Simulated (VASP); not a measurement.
Here is a VASP 6.6.1 calculation.

INCAR

```
SYSTEM = HfN
PREC = Accurate
ENCUT = 520
EDIFF = 1E-7
ISMEAR = 0
SIGMA = 0.15
LREAL = .FALSE.
LASPH = .TRUE.
NELM = 60
ALGO = Normal
ISIF = 2
LWAVE = .FALSE.
LCHARG = .FALSE.
GGA = PE
NBANDS = 14
```

Contents of KPOINTS:

```
regular mesh
0
G
  16 16 16
  0 0 0
```

The input POSCAR:

```
HfN
1.0
    0.0000000000      2.1676269257      2.2738140414
    2.2738140414      0.0000000000      2.2738140414
    2.2738140414      2.1676269257      0.0000000000
Hf N
1 1
Direct
    0.0013390996     -0.0013390996      0.0013390996
    0.4829361596      0.5170638404      0.4829361596
```

Potentials or basis: VASP PAW PBE potentials, release 64 (Hf_pv, N).

Command:

```console
$ cat potpaw_PBE.64/Hf_pv/POTCAR potpaw_PBE.64/N/POTCAR > POTCAR
$ mpirun -np 1 vasp_std > vasp.out
```

Q: Predict the pressure.

A: 14.4 GPa.

Q: Estimate the largest force.

A: 1.478 eV/Å.

Stress tensor (GPa, compression positive):
```
 3.49  0.00  0.00
 0.00 36.33  0.00
 0.00  0.00  3.49
```

Caveat: the cell differs from its parent crystal (mode 5 frozen in at -0.078 Å, normal strain along y -0.0467); forces of over 1 eV/Å act on the atoms, so gaps and moduli don't describe the material at rest.
